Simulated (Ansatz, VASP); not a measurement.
One calculation of Sb, two programs

The input INCAR:

```
PREC = Accurate
ENCUT = 520
EDIFF = 1E-6
ISMEAR = -1
SIGMA = 0.05
LREAL = F
LASPH = T
NELM = 100
ALGO = Normal
ISIF = 2
LWAVE = F
LCHARG = F
GGA = CA
NBANDS = 12
```

File KPOINTS:

```
regular mesh
0
Gamma
  12 12 12
```

File POSCAR:

```
Sb
1.0
    2.1469405208      1.2395366876      3.6536588211
   -2.1469405208      1.2395366876      3.6536588211
    0.0000000000     -2.4790733752      3.6536588211
Sb
2
Direct
    0.2359433372      0.2359433372      0.2359433372
    0.7640566628      0.7640566628      0.7640566628
```

Input for Ansatz:

```yaml
crystal:
  lattice:
    - [2.14694052078, 1.2395366876, 3.65365882109]
    - [-2.14694052078, 1.2395366876, 3.65365882109]
    - [0.0, -2.47907337521, 3.65365882109]
  atoms:
    - { symbol: Sb, position: [0.235943337175, 0.235943337175, 0.235943337175] }
    - { symbol: Sb, position: [0.764056662825, 0.764056662825, 0.764056662825] }
kpoints:
  mp_grid: { grid: [12, 12, 12] }
scf:
  occupations: { method: fermi_dirac, width: 0.05 }
hamiltonian:
  xc: lda
  pseudopotentials: { kind: all_electron, lapw: { basis_error: 0.001 } }
output:
  forces: true
  stress: true
  eigenvalues: true
  eigenstates:
    nscf_kmesh: { grid: [16, 16, 16] }
    de_dk: true
    e_range: [-14, 14]
  optics:
    e_range: [0, 30]
    de: 0.2
    sigma: 0.15
    bands: { spectra_wanted_up_to: 30 }
    nscf_kmesh: { grid: [16, 16, 16] }
    drude_damping: 0.1
checkpoint:
  write: ck
  write_wavefunctions: false
```

Alike in both runs: task single point; functional LDA; k mesh 12 × 12 × 12; occupations fermi-dirac, width 0.05 eV; no spin polarisation.

|  | VASP | Ansatz |
| --- | --- | --- |
| version | VASP 6.6.1 | Ansatz 0.2.0 |
| potentials or method | VASP PAW LDA potentials, release 64 (Sb), cutoff 520 eV | all-electron LAPW, scalar-relativistic |

```tsv
	VASP	Ansatz	Ansatz less VASP
pressure (GPa)	0.3	0.0	-0.27
traceless stress, the component that is largest in VASP (GPa)	-0.06	0.00	+0.060
rms of the force components (eV/Å)	0.037	0.001	-0.0358
```

LDA's correlation is that of Perdew and Zunger in VASP and of Perdew and Wang (1992) in Ansatz. Atom by atom the forces differ by 0.036 eV/Å (rms over components). Ansatz ran all-electron here, and VASP with PAW potentials. Ansatz's warnings: optics on partly filled bands.

Neither program's run includes spin-orbit coupling.
